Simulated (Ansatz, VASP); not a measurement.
One calculation of AlIn2As3, two programs

```
Al In As
1.0
     4.26178    0.00000    0.00000
    -2.13089    3.69081    0.00000
     0.00000    0.00000   10.45736
Al In As
1 2 3
Direct
  0.00000 0.00000 0.00020
  0.33333 0.66667 0.67227
  0.66667 0.33333 0.32605
  0.00000 0.00000 0.76377
  0.33333 0.66667 0.41793
  0.66667 0.33333 0.06978
```

Alike in both runs: functional PBE; k mesh 6 × 6 × 2; occupations gaussian, width 0.1 eV; no spin polarisation.

Ansatz relaxed the structure, and its values are those at the end. VASP's run is a single point on that final structure, the one shown.

```csv
,VASP,Ansatz
version,VASP 6.6.1,Ansatz 0.2.0
potentials or method,"VASP PAW PBE potentials, release 64 (Al, In_d, As), cutoff 520 eV","scalar-relativistic, plane waves, PAW"
valence electrons in the cell,44,74
```

```tsv
	VASP	Ansatz	Ansatz less VASP
pressure (GPa)	0.2	0.1	-0.07
rms of the force components (eV/Å)	0.005	0.005	0.0000
```

The functional is the same, so the differences come from potentials, cutoffs and numerics. VASP's potentials hold 44 valence electrons a cell and Ansatz's 74, so a difference there can come from the potentials and not from the codes.
